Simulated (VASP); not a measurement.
# Ba (P6_3/mmc) in VASP: notebook

Runs on Ba. Level: PBE. Tasks: relaxation of cell and atoms, single point.

All numbers are computed with VASP 6.6.1; they aren't measurements. Logs are shortened: lines on timing, memory, paths and dates and some standing lists are left out, and cuts for length are marked.

### 1 The cell of the first run

Symmetry: P6_3/mmc, No. 194, hexagonal system. Conventional cell: a = 4.466 Å, b = 4.466 Å, c = 7.293 Å, α = 90.00°, β = 90.00°, γ = 120.00°. Within 5.9 Å of Ba (site symmetry -6m2) lie 12 Ba at 4.47 Å.

This isn't the form of Ba at room conditions, which is bcc.

### 2 Relaxation of cell and atoms, PBE

INCAR reads:

```
PREC     = Accurate       # precision mode
ENCUT    = 600            # plane-wave cutoff, eV
EDIFF    = 1E-6           # SCF threshold, eV
ISMEAR   = 0              # smearing method
SIGMA    = 0.1            # smearing width, eV
LREAL    = F              # projectors in reciprocal space
LASPH    = T              # aspherical terms in the spheres
NELM     = 100            # most SCF steps
ALGO     = Normal         # electronic algorithm
ISIF     = 3              # what is computed and relaxed
LWAVE    = F              # write WAVECAR
LCHARG   = F              # write CHGCAR
GGA      = PE             # functional
IBRION   = 2              # ionic algorithm
NSW      = 100            # ionic steps
EDIFFG   = -0.005         # ionic threshold
```

KPOINTS reads:

```
regular mesh
0
Gamma
  12 12 6
```

POSCAR reads:

```
Ba
1.0
    4.4660750000      0.0000000000      0.0000000000
   -2.2330380000      3.8677350000      0.0000000000
    0.0000000000      0.0000000000      7.2930700000
Ba
2
Direct
    0.0000000000      0.0000000000      0.0000000000
    0.3333333300      0.6666666700      0.5000000000
```

Potentials or basis: VASP PAW PBE potentials, release 64 (Ba_sv).

Command:

```console
cat potpaw_PBE.64/Ba_sv/POTCAR > POTCAR
mpirun -np 1 vasp_std > vasp.out
```

OUTCAR:

```text
PREC = Accurate
   ENCUT = 600
   EDIFF = 1E-6
   ISMEAR = 0
   LREAL = F
   LASPH = T
   NELM = 100
   ISIF = 3
   GGA = PE
   IBRION = 2
   NSW = 100
   EDIFFG = -0.005

 ion  position               nearest neighbor table
   1  0.000  0.000  0.000-   2 4.47   2 4.47   2 4.47   2 4.47   2 4.47   2 4.47
   2  0.333  0.667  0.500-   1 4.47   1 4.47   1 4.47   1 4.47   1 4.47   1 4.47

  LATTYP: Found a hexagonal cell.
 ALAT       =     4.4660750000
 C/A-ratio  =     1.6329931763

  Lattice vectors:

 A1 = (   4.4660750000,   0.0000000000,   0.0000000000)
 A2 = (  -2.2330380000,   3.8677350000,   0.0000000000)
 A3 = (   0.0000000000,   0.0000000000,   7.2930700000)

Analysis of symmetry for initial positions (statically):
=====================================================================
 Subroutine PRICEL returns:
 Original cell was already a primitive cell.

 Routine SETGRP: Setting up the symmetry group for a
 hexagonal supercell.

 Subroutine GETGRP returns: Found 24 space group operations
 (whereof 12 operations were pure point group operations)
 out of a pool of 24 trial point group operations.

The static configuration has the point symmetry D_3h.
 The point group associated with its full space group is D_6h.

Analysis of symmetry for dynamics (positions and initial velocities):
=====================================================================
 Subroutine PRICEL returns:
 Original cell was already a primitive cell.

 Routine SETGRP: Setting up the symmetry group for a
 hexagonal supercell.

 Subroutine GETGRP returns: Found 24 space group operations
 (whereof 12 operations were pure point group operations)
 out of a pool of 24 trial point group operations.

The dynamic configuration has the point symmetry D_3h.
 The point group associated with its full space group is D_6h.

 Subroutine INISYM returns: Found 24 space group operations
 (whereof 12 operations are pure point group operations),
 and found     1 'primitive' translations

----------------------------------------------------------------------------------------

                                     Primitive cell

  volume of cell :     125.9775

  direct lattice vectors                    reciprocal lattice vectors
     4.466075000  0.000000000  0.000000000     0.223910257  0.129274656  0.000000000
    -2.233038000  3.867735000  0.000000000     0.000000000  0.258549254  0.000000000
     0.000000000  0.000000000  7.293070000     0.000000000  0.000000000  0.137116468

  length of vectors
     4.466075000  4.466075765  7.293070000     0.258549299  0.258549254  0.137116468

  position of ions in fractional coordinates (direct lattice)
     0.000000000  0.000000000  0.000000000
     0.333333330  0.666666670  0.500000000

  ion indices of the primitive-cell ions
   primitive index   ion index
                 1           1
                 2           2

----------------------------------------------------------------------------------------

 KPOINTS: regular mesh

Automatic generation of k-mesh.
 Grid dimensions read from file:
 generate k-points for:   12   12    6

 Generating k-lattice:

  Cartesian coordinates                     Fractional coordinates (reciprocal lattice)
     0.018659188  0.010772888  0.000000000     0.083333333 -0.000000000  0.000000000
     0.000000000  0.021545771  0.000000000     0.000000000  0.083333333  0.000000000
     0.000000000  0.000000000  0.022852745     0.000000000  0.000000000  0.166666667

  Length of vectors
     0.021545775  0.021545771  0.022852745

  Shift w.r.t. Gamma in fractional coordinates (k-lattice)
     0.000000000  0.000000000  0.000000000

 Subroutine IBZKPT returns following result:
 ===========================================

 Found     76 irreducible k-points:

 Following reciprocal coordinates:
            Coordinates               Weight
  0.000000  0.000000  0.000000      1.000000
  0.083333  0.000000  0.000000      6.000000
  0.166667 -0.000000  0.000000      6.000000
  0.250000 -0.000000  0.000000      6.000000
  0.333333 -0.000000  0.000000      6.000000
  0.416667 -0.000000  0.000000      6.000000
[... 16 lines left out ...]
  0.250000 -0.000000  0.166667     12.000000
  0.333333 -0.000000  0.166667     12.000000
 [... further k-points ...]
   k-points           NKPTS =     76   k-points in BZ     NKDIM =     76   number of bands    NBANDS=     14
   number of dos      NEDOS =    301   number of ions     NIONS =      2
   total plane-waves  NPLWV =  77760
   dimension x,y,z NGX =    36 NGY =   36 NGZ =   60
   dimension x,y,z NGXF=    72 NGYF=   72 NGZF=  120
   ions per type =               2
   NGX,Y,Z   is equivalent  to a cutoff of  13.40, 13.40, 13.68 a.u.
   NGXF,Y,Z  is equivalent  to a cutoff of  26.80, 26.80, 27.35 a.u.
 SYSTEM =  unknown system
   PREC   = accura    normal or accurate (medium, high low for compatibility)
   ISTART =      0    job   : 0-new  1-cont  2-samecut
   ICHARG =      2    charge: 1-file 2-atom 10-const
   ISPIN  =      1    spin polarized calculation?
   LNONCOLLINEAR =      F non collinear calculations
   LSORBIT =      F    spin-orbit coupling
   LASPH  =      T    aspherical Exc in radial PAW
   ENCUT  =  600.0 eV  44.10 Ry    6.64 a.u.   8.92  8.92 14.57*2*pi/ulx,y,z
   NELM   =    100;   NELMIN=  2; NELMDL= -5     # of ELM steps
   EDIFF  = 0.1E-05   stopping-criterion for ELM
   LREAL  =      F    real-space projection
   EDIFFG = -.5E-02   stopping-criterion for IOM
   NSW    =    100    number of steps for IOM
   IBRION =      2    ionic relax: 0-MD 1-quasi-New 2-CG
   NFREE  =      1    steps in history (QN), initial steepest desc. (CG)
   ISIF   =      3    stress and relaxation
   ISYM   =      2    0-nonsym 1-usesym 2-fastsym
   POTIM  = 0.5000    time-step for ionic-motion
   TEBEG  =    0.0;   TEEND  =   0.0 temperature during run
   PSTRESS=    0.0 pullay stress
   NELECT =      20.0000    total number of electrons
   NUPDOWN=      -1.0000    fix difference up-down
   EMIN   =  10.00;   EMAX   =-10.00  energy-range for DOS
   EFERMI =   0.00;   METHOD = LEGACY
   ISMEAR =     0;   SIGMA  =   0.10  broadening in eV -4-tet -1-fermi 0-gaus
   EFERMI_NEDOS =   21; number of points for ismear=-14 and -15
   IALGO  =     38    algorithm
   IMIX   =      4    mixing-type and parameters
     AMIX     =   0.40;   BMIX     =  1.00
     AMIX_MAG =   1.60;   BMIX_MAG =  1.00
  volume/ion in A,a.u.               =      62.99       425.07
  Fermi-wavevector in a.u.,A,eV,Ry     =   0.886449  1.675146 10.691349  0.785792
  Thomas-Fermi vector in A             =   2.007617
   LORBIT       =      0    0 simple, 1 ext, 2 COOP (PROOUT), +10 PAW based schemes
   GGA     = PE    functional components
   LHFCALC =     F    Hartree Fock is set to
   AEXX    =    0.0000 exact exchange contribution
   IVDW    =     0    specifies the selected vdW correction
   LEPSILON=     F    determine dielectric tensor
   LRPA    =     F    only Hartree local field effects (RPA)
 conjugate gradient relaxation of ions
 non-spin polarized calculation
 Gauss-broadening in eV      SIGMA  =   0.10
  energy-cutoff  :      600.00
  volume of cell :      125.98
 maximum number of plane-waves:      4242
 NGX is ok and might be reduce to    36

--------------------------------------- Ionic step        1  -------------------------------------------

 number of electron      20.0000000 magnetization

 Free energy of the ion-electron system (eV)
  ---------------------------------------------------
  ext. energy  EPLUGINS =         0.00000000
  ---------------------------------------------------
  free energy    TOTEN  =        -3.79544621 eV

  energy without entropy =       -3.77921108  energy(sigma->0) =       -3.78732864

------------------------ aborting loop because EDIFF is reached ----------------------------------------

  FORCE on cell =-STRESS in cart. coord.  units (eV):
  Direction    XX          YY          ZZ          XY          YZ          ZX
  --------------------------------------------------------------------------------------
  -------------------------------------------------------------------------------------
  Total        0.0550015      0.0550015      0.1548414     -0.0000000     -0.0000000      0.0000000
  in kB        0.6995071      0.6995073      1.9692664     -0.0000001     -0.0000000      0.0000000
  external PRESSURE =       1.1227603 kB  Pullay stress =       0.0000000 kB
[... 165 lines left out ...]
  energy  without entropy=       -3.7799715541  energy(sigma->0) =       -3.78814292

--------------------------------------- Ionic step        6  -------------------------------------------

 number of electron      20.0000001 magnetization

 Free energy of the ion-electron system (eV)
  ---------------------------------------------------
  ext. energy  EPLUGINS =         0.00000000
  ---------------------------------------------------
  free energy    TOTEN  =        -3.79632329 eV

  energy without entropy =       -3.77999804  energy(sigma->0) =       -3.78816067

 E-fermi :   1.6221     XC(G=0):  -7.3620

 val. band max:        1.6076673125   @ k =   0.3333   0.3333   0.1667
 cond. band min:       1.6238982200   @ k =   0.3333   0.2500   0.1667
 fundamental gap:      0.0162309076
 Fermi energy:         1.6220858397

 k-point     1 :       0.0000    0.0000    0.0000
  band No.  band energies     occupation
      1     -27.2901      2.00000
      2     -27.2535      2.00000
      3     -12.6855      2.00000
      4     -12.3087      2.00000
      5     -12.3087      2.00000
      6     -12.2528      2.00000
      7     -12.2526      2.00000
      8     -12.2526      2.00000
      9      -1.1468      2.00000
     10       0.6642      2.00000
     11       2.6268      0.00000
     12       3.3305      0.00000
     13       3.3762      0.00000
     14       3.3762      0.00000
[... 375 lines left out ...]
 k-point    24 :       0.3333   -0.0000    0.1667
  band No.  band energies     occupation
      1     -27.2617      2.00000
      2     -27.2434      2.00000
      3     -12.6044      2.00000
      4     -12.5345      2.00000
      5     -12.4954      2.00000
      6     -12.3794      2.00000
      7     -12.3130      2.00000
      8     -12.3029      2.00000
      9       0.2971      2.00000
     10       1.3681      1.99967
     11       1.7176      0.17664
     12       2.2897      0.00000
     13       2.9390      0.00000
     14       3.2345      0.00000

 [... further k-points ...]
[... 5 lines left out ...]
  --------------------------------------------------------------------------------------
  -------------------------------------------------------------------------------------
  Total       -0.0034903     -0.0034903      0.0058967      0.0000000     -0.0000000      0.0000000
  in kB       -0.0437502     -0.0437502      0.0739141      0.0000000     -0.0000000      0.0000000
  external PRESSURE =      -0.0045288 kB  Pullay stress =       0.0000000 kB
[... 17 lines left out ...]
  FREE ENERGIE OF THE ION-ELECTRON SYSTEM (eV)
  ---------------------------------------------------
  free  energy   TOTEN  =        -3.7963232943 eV

  energy  without entropy=       -3.7799980403  energy(sigma->0) =       -3.78816067

 reached required accuracy - stopping structural energy minimisation
```

Run time: 3.5 min. Hardware: 1 thread of AMD EPYC 9R45 (Zen 5), shared host; peak memory 0.34 GiB.

Results:

```
Free energy                           : -3.7963 eV
Relaxed volume                        : 63.91 Å³/atom
Relaxed cell                          : a = 4.478 Å, b = 4.478 Å, c = 7.359 Å, α = 90.00°, β = 90.00°, γ = 120.00°
Space group after relaxing (to 0.1 Å) : P6_3/mmc (No. 194)
Energy gained by relaxing             : 0.4 meV/atom
Ionic steps                           : 6
Pressure after relaxing               : 0.0 GPa
Band gap on the k mesh                : zero (bands 10 and 11 overlap by 0.32 eV)
```

The path:
```csv
step,energy change (eV),largest force (eV/Å),pressure (GPa),volume (Å³)
1,0.0000,0.0000,0.11,125.98
2,-0.0006,0.0000,0.06,126.78
3,-0.0009,0.0000,0.00,127.78
4,-0.0009,0.0000,-0.01,127.91
5,-0.0009,0.0000,-0.01,127.87
6,-0.0009,0.0000,0.00,127.82
```

Final structure:
```yaml
crystal:
  lattice:
    - [4.47826, 0.00000, 0.00000]
    - [-2.23913, 3.87829, 0.00000]
    - [0.00000, 0.00000, 7.35935]
  atoms:
    - { symbol: Ba, position: [0.00000, 0.00000, 0.00000] }
    - { symbol: Ba, position: [0.33333, 0.66667, 0.50000] }
```

Levels at points of the mesh, in eV from the Fermi level:
```
           k point  band 7  band 8  band 9  band 10  band 11  band 12  band 13  band 14
(0.00, 0.00, 0.00)  -13.87  -13.87   -2.77    -0.96     1.00     1.71     1.75     1.75
(0.50, 0.00, 0.00)  -13.97  -13.93   -0.72    -0.42    -0.19     0.57     1.34     1.65
(0.00, 0.00, 0.50)  -13.90  -13.90   -1.83    -1.83     1.00     1.00     1.74     1.74
(0.50, 0.00, 0.50)  -13.98  -13.98   -0.75    -0.75     0.44     0.44     1.50     1.50
```

Caveat: spin-orbit coupling is left out, which moves the levels of the heavy elements.

### 3 Single point, PBE

This run uses another cell than the first one: it holds 4 atoms, not 2.

INCAR reads:

```
  ALGO = Normal
  EDIFF = 1E-6
  ENCUT = 520
  GGA = PE
  ISIF = 2
  ISMEAR = 0
  LASPH = True
  LCHARG = False
  LREAL = False
  LWAVE = False
  NBANDS = 28
  NELM = 100
  PREC = Accurate
  SIGMA = 0.1
```

KPOINTS reads:

```
k-points
0
Gamma
  21 21 6
```

POSCAR reads:

```
Ba
1.0
    4.4913442427      0.0000000000      0.0000000000
   -2.2456721213      3.8896182113      0.0000000000
    0.0000000000      0.0000000000     14.6577969609
Ba
4
Direct
    0.0000000000      0.0000000000      0.0000000000
    0.3333333333      0.6666666667      0.2500000000
    0.0000000000      0.0000000000      0.5000000000
    0.6666666667      0.3333333333      0.7500000000
```

Potentials or basis: VASP PAW PBE potentials, release 64 (Ba_sv).

Command:

```console
cat potpaw_PBE.64/Ba_sv/POTCAR > POTCAR
mpirun -np 1 vasp_std > vasp.out
```

It took 12 min on 1 thread of AMD EPYC 9R45 (Zen 5), shared host; peak memory 1.1 GiB.

It converged, with:

| Quantity | Value |
| --- | --- |
| Free energy | -7.5789 eV |
| Pressure | 0.1 GPa |
| Band gap on the k mesh | zero (bands 20 and 21 overlap by 0.14 eV) |

Levels at points of the mesh, in eV from the Fermi level:
```tsv
k point	band 16	band 17	band 18	band 19	band 20	band 21	band 22	band 23	band 24	band 25
(0.00, 0.00, 0.00)	-13.91	-2.80	-1.86	-1.86	-0.98	0.96	0.99	0.99	1.61	1.61
(0.00, 0.00, 0.50)	-13.92	-2.54	-2.54	-1.19	-1.19	0.84	0.84	1.44	1.44	1.69
```

Caveat: spin-orbit coupling is left out, which moves the levels of the heavy elements.
